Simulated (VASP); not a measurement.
# WC (P1) in VASP: notebook

WC is run at these levels: PBE; tasks: single point.

Everything below comes from runs of VASP 6.6.1. Logs are shortened: lines on timing, memory, paths and dates and some standing lists are left out, and cuts for length are marked.

### 1 The cell of the first run

The typed cell holds 16 atoms: a = 5.987 Å, b = 5.185 Å, c = 5.876 Å, α = 90.00°, β = 90.00°, γ = 90.00°.

### 2 Single point, PBE

File INCAR:

```
SYSTEM = WC
PREC = Accurate
ENCUT = 520
EDIFF = 1E-7
ISMEAR = -1
SIGMA = 0.36
LREAL = Auto
LASPH = .TRUE.
NELM = 80
ALGO = Normal
ISIF = 2
LWAVE = .FALSE.
LCHARG = .TRUE.
GGA = PE
LELF = .TRUE.
LVHAR = .TRUE.
NBANDS = 86
```

File KPOINTS:

```
Automatic mesh
0
G
  3 3 3
  0 0 0
```

File POSCAR:

```
WC
1.0
   -2.9936370000     -5.1851310000      0.0000000000
    4.4904550000     -2.5925650000      0.0000000000
    0.0000000000      0.0000000000      5.8758830000
W C
8 8
Direct
    0.7401728616      0.4921792702     -0.0005616177
    0.7803309163      0.4736552317      0.4915856902
    0.4958870335     -0.0021365828      0.0159125020
    0.5099223133     -0.0079897685      0.5160245703
    0.2461648882      0.4942992007     -0.0077775545
    0.2358951696      0.4933541274      0.4958573886
   -0.0210568390      0.0259135138      0.0019571527
   -0.0033832230      0.0145579587      0.5124676581
    0.5218618889      0.6827515384      0.2208348941
    0.4245638781      0.6887698762      0.7532484905
    0.2546970473      0.1657672785      0.2213965118
    0.2510513335      0.1898374576      0.6834206876
   -0.0199366708      0.6573313494      0.2253448546
    0.0213813955      0.6834292152      0.7499808965
    0.7562850200      0.1142741255      0.2500390154
    0.7395623071      0.1798884715      0.7236018825
```

Potentials or basis: VASP PAW PBE potentials, release 64 (W_sv, C).

The run is started by

```sh
> cat potpaw_PBE.64/W_sv/POTCAR potpaw_PBE.64/C/POTCAR > POTCAR
> mpirun -np 1 vasp_std > vasp.out
```

OUTCAR:

```text
SYSTEM = WC
   PREC = Accurate
   ENCUT = 520
   EDIFF = 1E-7
   ISMEAR = -1
   LREAL = Auto
   LASPH = .TRUE.
   NELM = 80
   ISIF = 2
   GGA = PE

 ion  position               nearest neighbor table
   1  0.740  0.492  0.999-   9 2.09  13 2.14  16 2.29  14 2.44  15 2.45  10 2.59   7 2.81   2 2.90
                             3 2.95   5 2.96   2 3.00   3 3.00   5 3.03   7 3.11
   2  0.780  0.474  0.492-  16 2.06  13 2.19  15 2.35  14 2.36   9 2.47   8 2.71   6 2.73   1 2.90
                             4 2.98   1 3.00   8 3.09   4 3.14   6 3.26
   3  0.496  0.998  0.016-   9 2.04  11 2.07  15 2.17  10 2.27  16 2.44  12 2.64   7 2.90   4 2.94
                             4 2.94   1 2.95   5 2.98   1 3.00   5 3.01   7 3.10
   4  0.510  0.992  0.516-  16 2.08  12 2.10  10 2.16  15 2.24   9 2.36  11 2.48   8 2.92   3 2.94
                             3 2.94   2 2.98   6 3.06   8 3.08   6 3.08   2 3.14
   5  0.246  0.494  0.992-  10 2.03  11 2.17  14 2.19  13 2.26   9 2.34  12 2.41   7 2.91   6 2.92
                             1 2.96   6 2.96   3 2.98   3 3.01   1 3.03   7 3.19
   6  0.236  0.493  0.496-  12 1.92  10 2.14  14 2.20  11 2.34  13 2.37   9 2.55   2 2.73   8 2.87
                             5 2.92   5 2.96   8 3.06   4 3.06   4 3.08   2 3.26
   7  0.979  0.026  0.002-  15 2.03  11 2.22  16 2.32  13 2.32  14 2.33  12 2.62   1 2.81   8 2.88
                             3 2.90   5 2.91   8 3.00   3 3.10   1 3.11   5 3.19
   8  0.997  0.015  0.512-  12 2.04  16 2.15  15 2.17  14 2.22  11 2.43  13 2.51   2 2.71   6 2.87
                             7 2.88   4 2.92   7 3.00   6 3.06   4 3.08   2 3.09
   9  0.522  0.683  0.221-   3 2.04   1 2.09   5 2.34   4 2.36   2 2.47   6 2.55
  10  0.425  0.689  0.753-   5 2.03   6 2.14   4 2.16   3 2.27   1 2.59
  11  0.255  0.166  0.221-   3 2.07   5 2.17   7 2.22   6 2.34   8 2.43   4 2.48
  12  0.251  0.190  0.683-   6 1.92   8 2.04   4 2.10   5 2.41   7 2.62   3 2.64
  13  0.980  0.657  0.225-   1 2.14   2 2.19   5 2.26   7 2.32   6 2.37   8 2.51
  14  0.021  0.683  0.750-   5 2.19   6 2.20   8 2.22   7 2.33   2 2.36   1 2.44
  15  0.756  0.114  0.250-   7 2.03   3 2.17   8 2.17   4 2.24   2 2.35   1 2.45
  16  0.740  0.180  0.724-   2 2.06   4 2.08   8 2.15   1 2.29   7 2.32   3 2.44

  LATTYP: Found a simple orthorhombic cell.
 ALAT       =     5.1851306046
 B/A-ratio  =     1.1332179357
 C/A-ratio  =     1.1547006478

  Lattice vectors:

 A1 = (   4.4904550000,  -2.5925650000,   0.0000000000)
 A2 = (   0.0000000000,   0.0000000000,   5.8758830000)
 A3 = (  -2.9936370000,  -5.1851310000,   0.0000000000)

Analysis of symmetry for initial positions (statically):
=====================================================================
 Subroutine PRICEL returns:
 Original cell was already a primitive cell.

 Routine SETGRP: Setting up the symmetry group for a
 simple orthorhombic supercell.

 Subroutine GETGRP returns: Found  1 space group operations
 (whereof  1 operations were pure point group operations)
 out of a pool of  8 trial point group operations.

The static configuration has the point symmetry C_1 .

Analysis of symmetry for dynamics (positions and initial velocities):
=====================================================================
 Subroutine PRICEL returns:
 Original cell was already a primitive cell.

 Routine SETGRP: Setting up the symmetry group for a
 simple orthorhombic supercell.

 Subroutine GETGRP returns: Found  1 space group operations
 (whereof  1 operations were pure point group operations)
 out of a pool of  8 trial point group operations.

The dynamic configuration has the point symmetry C_1 .

 Subroutine INISYM returns: Found  1 space group operations
 (whereof  1 operations are pure point group operations),
 and found     1 'primitive' translations

----------------------------------------------------------------------------------------

                                     Primitive cell

  volume of cell :     182.4156

  direct lattice vectors                    reciprocal lattice vectors
    -2.993637000 -5.185131000  0.000000000    -0.083510454 -0.144644372  0.000000000
     4.490455000 -2.592565000  0.000000000     0.167020940 -0.096429592  0.000000000
     0.000000000  0.000000000  5.875883000     0.000000000  0.000000000  0.170187187

  length of vectors
     5.987273668  5.185130605  5.875883000     0.167020927  0.192859173  0.170187187

  position of ions in fractional coordinates (direct lattice)
     0.740172862  0.492179270  0.999438382
     0.780330916  0.473655232  0.491585690
     0.495887033  0.997863417  0.015912502
     0.509922313  0.992010231  0.516024570
     0.246164888  0.494299201  0.992222445
     0.235895170  0.493354127  0.495857389
[... 44 lines left out ...]

  Length of vectors
     0.055673642  0.064286391  0.056729062

  Shift w.r.t. Gamma in fractional coordinates (k-lattice)
     0.000000000  0.000000000  0.000000000

 Subroutine IBZKPT returns following result:
 ===========================================

 Found     14 irreducible k-points:

 Following reciprocal coordinates:
            Coordinates               Weight
  0.000000  0.000000  0.000000      1.000000
  0.333333 -0.000000  0.000000      2.000000
  0.000000  0.333333  0.000000      2.000000
  0.333333  0.333333  0.000000      2.000000
 -0.333333  0.333333  0.000000      2.000000
  0.000000  0.000000  0.333333      2.000000
  0.333333 -0.000000  0.333333      2.000000
 -0.333333  0.000000  0.333333      2.000000
  0.000000  0.333333  0.333333      2.000000
  0.000000  0.333333 -0.333333      2.000000
  0.333333  0.333333  0.333333      2.000000
 -0.333333  0.333333 -0.333333      2.000000
 -0.333333 -0.333333  0.333333      2.000000
  0.333333 -0.333333 -0.333333      2.000000
   k-points           NKPTS =     14   k-points in BZ     NKDIM =     14   number of bands    NBANDS=     86
   number of dos      NEDOS =    301   number of ions     NIONS =     16
   total plane-waves  NPLWV =  92160
   dimension x,y,z NGX =    48 NGY =   40 NGZ =   48
   dimension x,y,z NGXF=    96 NGYF=   80 NGZF=   96
   ions per type =               8   8
   NGX,Y,Z   is equivalent  to a cutoff of  13.33, 12.82, 13.58 a.u.
   NGXF,Y,Z  is equivalent  to a cutoff of  26.66, 25.65, 27.16 a.u.
 SYSTEM =  WC
   PREC   = accura    normal or accurate (medium, high low for compatibility)
   ISTART =      0    job   : 0-new  1-cont  2-samecut
   ICHARG =      2    charge: 1-file 2-atom 10-const
   ISPIN  =      1    spin polarized calculation?
   LNONCOLLINEAR =      F non collinear calculations
   LSORBIT =      F    spin-orbit coupling
   LASPH  =      T    aspherical Exc in radial PAW
   ENCUT  =  520.0 eV  38.22 Ry    6.18 a.u.  11.13  9.64 10.93*2*pi/ulx,y,z
   NELM   =     80;   NELMIN=  2; NELMDL= -5     # of ELM steps
   EDIFF  = 0.1E-06   stopping-criterion for ELM
   LREAL  =      T    real-space projection
   EDIFFG = 0.1E-05   stopping-criterion for IOM
   NSW    =      0    number of steps for IOM
   IBRION =     -1    ionic relax: 0-MD 1-quasi-New 2-CG
   NFREE  =      0    steps in history (QN), initial steepest desc. (CG)
   ISIF   =      2    stress and relaxation
   ISYM   =      2    0-nonsym 1-usesym 2-fastsym
   POTIM  = 0.5000    time-step for ionic-motion
   TEBEG  =    0.0;   TEEND  =   0.0 temperature during run
   PSTRESS=    0.0 pullay stress
   NELECT =     144.0000    total number of electrons
   NUPDOWN=      -1.0000    fix difference up-down
   EMIN   =  10.00;   EMAX   =-10.00  energy-range for DOS
   EFERMI =   0.00;   METHOD = LEGACY
   ISMEAR =    -1;   SIGMA  =   0.36  broadening in eV -4-tet -1-fermi 0-gaus
   EFERMI_NEDOS =   21; number of points for ismear=-14 and -15
   IALGO  =     38    algorithm
   IMIX   =      4    mixing-type and parameters
     AMIX     =   0.40;   BMIX     =  1.00
     AMIX_MAG =   1.60;   BMIX_MAG =  1.00
  volume/ion in A,a.u.               =      11.40        76.94
  Fermi-wavevector in a.u.,A,eV,Ry     =   1.513010  2.859174 31.146430  2.289198
  Thomas-Fermi vector in A             =   2.622858
   LORBIT       =      0    0 simple, 1 ext, 2 COOP (PROOUT), +10 PAW based schemes
   GGA     = PE    functional components
   LHFCALC =     F    Hartree Fock is set to
   AEXX    =    0.0000 exact exchange contribution
   IVDW    =     0    specifies the selected vdW correction
   LEPSILON=     F    determine dielectric tensor
   LRPA    =     F    only Hartree local field effects (RPA)
 non-spin polarized calculation
  energy-cutoff  :      520.00
  volume of cell :      182.42
 maximum number of plane-waves:      4941
 NGX is ok and might be reduce to    48
   NGX = 23   NGY = 19   NGZ = 21

 number of electron     144.0000001 magnetization

 Free energy of the ion-electron system (eV)
  ---------------------------------------------------
  ext. energy  EPLUGINS =         0.00000000
  ---------------------------------------------------
  free energy    TOTEN  =      -173.94359761 eV

  energy without entropy =     -171.81183962  energy(sigma->0) =     -172.87771861

 E-fermi :  10.1483     XC(G=0): -13.2318

 val. band max:       10.1198423762   @ k =   0.0000   0.0000   0.0000
 cond. band min:      10.2252932219   @ k =   0.3333  -0.0000   0.0000
 fundamental gap:      0.1054508457
 Fermi energy:        10.1482654512

 k-point     1 :       0.0000    0.0000    0.0000
  band No.  band energies     occupation
      1     -64.2955      2.00000
      2     -64.2642      2.00000
      3     -64.2442      2.00000
      4     -64.2317      2.00000
      5     -64.1809      2.00000
      6     -64.1431      2.00000
[... 1207 lines left out ...]
     83      13.1881      0.00043
     84      13.3738      0.00026
 [bands above 84 left out]

------------------------ aborting loop because EDIFF is reached ----------------------------------------

  FORCE on cell =-STRESS in cart. coord.  units (eV):
  Direction    XX          YY          ZZ          XY          YZ          ZX
  --------------------------------------------------------------------------------------
  -------------------------------------------------------------------------------------
  Total       -6.5534163     -7.1213352    -15.2958703      1.1409691      4.0559738     -1.8448790
  in kB      -57.5594176    -62.5475154   -134.3454076     10.0212643     35.6240895    -16.2037867
  external PRESSURE =     -84.8174469 kB  Pullay stress =       0.0000000 kB

 VOLUME and BASIS-vectors are now :
 -----------------------------------------------------------------------------
  energy-cutoff  :      520.00
  volume of cell :      182.42
      direct lattice vectors                 reciprocal lattice vectors
    -2.993637000 -5.185131000  0.000000000    -0.083510454 -0.144644372  0.000000000
     4.490455000 -2.592565000  0.000000000     0.167020940 -0.096429592  0.000000000
     0.000000000  0.000000000  5.875883000     0.000000000  0.000000000  0.170187187

 POSITION                                       TOTAL-FORCE (eV/Angst)
 -----------------------------------------------------------------------------------
     -0.00570     -5.11390      5.87258         0.175052     -1.140712     -1.081519
     -0.20910     -5.27410      2.88850         4.393682      0.952953     -0.359860
      2.99635     -5.15827      0.09350         0.329409      0.075156     -2.548215
      2.92805     -5.21587      3.03210         0.222290      1.485015     -2.622155
      1.48270     -2.55790      5.83018         1.327282      0.233339      0.884797
      1.50920     -2.50220      2.91360         1.867565     -2.541204     -2.581268
[... 8 lines left out ...]
     -1.75090     -4.21770      1.46920         3.096382     -0.444601      0.446910
     -1.40620     -4.30110      4.25180        -1.035000     -0.181801      2.703982
 -----------------------------------------------------------------------------------
    total drift:                               -0.004251      0.007429     -0.004195

  FREE ENERGIE OF THE ION-ELECTRON SYSTEM (eV)
  ---------------------------------------------------
  free  energy   TOTEN  =      -173.9435976081 eV

  energy  without entropy=     -171.8118396173  energy(sigma->0) =     -172.87771861
```

It took 19 min on 1 thread of Intel Xeon 8259CL, shared host; peak memory 0.34 GiB.

Results:

- Free energy: -173.9436 eV
- Pressure: -8.5 GPa
- Largest force: 5.231 eV/Å
- Band gap on the k mesh: zero (bands 72 and 73 overlap by 0.05 eV)

Forces in eV/Å, atoms in the order of the input:
```
W    0.175 -1.141 -1.082
W    4.394  0.953 -0.360
W    0.329  0.075 -2.548
W    0.222  1.485 -2.622
W    1.327  0.233  0.885
W    1.868 -2.541 -2.581
W   -3.942 -0.531 -0.785
W   -2.899  1.229 -2.793
C   -0.976  2.429  2.306
C   -1.554 -3.726 -0.383
C    0.407  0.754  1.476
C   -1.413  0.575  5.003
C   -0.752 -1.501  0.592
C    0.752  2.333 -0.260
C    3.096 -0.445  0.447
C   -1.035 -0.182  2.704
```

Caveat: the k points lie up to 0.40 Å⁻¹ apart; so wide a smearing shifts energies and pressures; spin-orbit coupling is left out, which moves the levels of the heavy elements; forces of over 1 eV/Å act on the atoms, so gaps and moduli don't describe the material at rest.

(Part 1 of 2 ends here.)

The gap in the log of VASP goes by the Fermi energy; the results here count the filled bands.